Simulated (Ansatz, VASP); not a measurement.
# Two plane-wave programs on Mo

```
Mo
1.0
    -1.55879    1.56465    1.55879
     1.57052   -1.56465    1.57052
     1.55879    1.56465   -1.55879
Mo
1
Cartesian
  0.0000 0.0000 0.0000
```

Change from the starting cell: strain +0.0075 x Voigt [0, 0, 0, 0, 1, 0], atoms carried along.

Alike in both runs: task single point; functional PBEsol; k mesh 26 × 26 × 26; occupations gaussian, width 0.15 eV; no spin polarisation.

```csv
,VASP,Ansatz
version,VASP 6.6.1,Ansatz 0.2.0
potentials or method,"VASP PAW PBE potentials, release 64 (Mo_sv), cutoff 520 eV","scalar-relativistic, plane waves, PAW"
valence electrons in the cell,14,14
```

VASP gave:

| Quantity | Value |
| --- | --- |
| gap on the k mesh at the Fermi level (eV) | none |
| pressure (GPa) | 0.7 |
| traceless stress, the component that is largest in VASP (GPa) | -0.80 |

Question: What did Ansatz give for the same quantities?

Answer: gap on the k mesh at the Fermi level (eV): none; pressure (GPa): 0.1; traceless stress, the component that is largest in VASP (GPa): -0.79.

VASP's potentials were made for PBE, not for PBEsol. A gap of «none» marks a metal or a gap that the smearing closes.
